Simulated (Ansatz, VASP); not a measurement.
**Two plane-wave programs on TiO2**

INCAR

```
  PREC = Accurate
  ENCUT = 520
  EDIFF = 1E-6
  ISMEAR = 0
  SIGMA = 0.02
  LREAL = False
  LASPH = True
  NELM = 150
  ALGO = Normal
  ISIF = 2
  LWAVE = False
  LCHARG = False
  LMAXMIX = 4
  LDAU = True
  LDAUTYPE = 2
  LDAUL = 2 -1
  LDAUU = 4 0
  LDAUJ = 0 0
  LDAUPRINT = 1
  GGA = PE
  NBANDS = 60
```

File KPOINTS:

```
regular mesh
0
Gamma
  6 6 4
```

The input POSCAR:

```
TiO2
1.0
    3.8180006865      0.0000000000      0.0000000000
    0.0000000000      3.8180006865      0.0000000000
    0.0000000000      0.0000000000     10.2149929853
Ti O
4 8
Direct
    0.0000000000      0.0000000000      0.0000000000
    0.0000000000      0.5000000000      0.2500000000
    0.5000000000      0.5000000000      0.5000000000
    0.5000000000      0.0000000000      0.7500000000
    0.0000000000      0.5000000000      0.4507902472
    0.0000000000      0.0000000000      0.2007902472
    0.0000000000      0.5000000000      0.0492097528
    0.5000000000      0.5000000000      0.2992097528
    0.5000000000      0.0000000000      0.9507902472
    0.5000000000      0.5000000000      0.7007902472
    0.5000000000      0.0000000000      0.5492097528
    0.0000000000      0.0000000000      0.7992097528
```

Input for Ansatz:

```yaml
crystal:
  lattice:
    - [3.8180006865, 0.0, 0.0]
    - [0.0, 3.8180006865, 0.0]
    - [0.0, 0.0, 10.2149929853]
  atoms:
    - { symbol: Ti, position: [0.0, 0.0, 0.0] }
    - { symbol: Ti, position: [0.0, 0.5, 0.25] }
    - { symbol: Ti, position: [0.5, 0.5, 0.5] }
    - { symbol: Ti, position: [0.5, 0.0, 0.75] }
    - { symbol: O, position: [0.0, 0.5, 0.4507902472] }
    - { symbol: O, position: [0.0, 0.0, 0.2007902472] }
    - { symbol: O, position: [0.0, 0.5, 0.0492097528] }
    - { symbol: O, position: [0.5, 0.5, 0.2992097528] }
    - { symbol: O, position: [0.5, 0.0, 0.9507902472] }
    - { symbol: O, position: [0.5, 0.5, 0.7007902472] }
    - { symbol: O, position: [0.5, 0.0, 0.5492097528] }
    - { symbol: O, position: [0.0, 0.0, 0.7992097528] }
basis:
  ecutwfc: 420
kpoints:
  mp_grid: { grid: [6, 6, 4] }
  band_path: { path: [VBM, CBM], npoints: 2 }
hamiltonian:
  xc: pbe
  hubbard: { sites: [{ species: Ti, l: d, u_eff: 4.0 }] }
scf:
  occupations: { method: gaussian, width: 0.02 }
output:
  forces: true
  stress: true
  eigenvalues: true
checkpoint:
  read: start.run
  write: ck
  compress: false
  write_wavefunctions: false
  write_every: 100000
```

Alike in both runs: task single point; functional PBE; k mesh 6 × 6 × 4; occupations gaussian, width 0.02 eV; no spin polarisation; Hubbard terms Ti d U = 4.0 eV.

|  | VASP | Ansatz |
| --- | --- | --- |
| version | VASP 6.6.1 | Ansatz 0.2.0 |
| potentials or method | VASP PAW PBE potentials, release 64 (Ti_sv, O), cutoff 520 eV | scalar-relativistic, plane waves, PAW |
| valence electrons in the cell | 96 | 96 |

```tsv
	VASP	Ansatz	Ansatz less VASP
gap on the k mesh at the Fermi level (eV)	2.73	2.69	-0.045
least direct gap on the mesh (eV)	2.73	2.69	-0.037
pressure (GPa)	-2.9	-6.6	-3.68
traceless stress, the component that is largest in VASP (GPa)	-2.87	-2.10	+0.769
rms of the force components (eV/Å)	0.052	0.001	-0.0510
```

The programs project onto different local orbitals, so the same U acts differently, and such runs can settle in different states. Atom by atom the forces differ by 0.051 eV/Å (rms over components).
